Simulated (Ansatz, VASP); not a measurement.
**Two plane-wave programs on BiB**

```
B Bi
1.0
     0.00000    2.74487    2.74487
     2.74487    0.00000    2.74487
     2.74487    2.74487    0.00000
B Bi
1 1
Direct
  0.00000 0.00000 0.00000
  0.25000 0.25000 0.25000
```

Alike in both runs: task single point; functional HSE06; k mesh 4 × 4 × 4; occupations fermi-dirac, width 0.02 eV; non-collinear spin, spin-orbit coupling.

```csv
,VASP,Ansatz
version,VASP 6.6.1,Ansatz 0.2.0
potentials or method,"VASP PAW PBE potentials, release 64 (B, Bi_d)","plane waves, PAW"
plane-wave cutoff (eV),520,420
valence electrons in the cell,18,18
```

```tsv
	VASP	Ansatz	Ansatz less VASP
net moment per atom (μB)	0.00	0.00	0.000
```

With one functional, cell and mesh, what is left measures potentials, basis and numerics.

The k mesh is coarse, so the values compare programs but aren't converged.
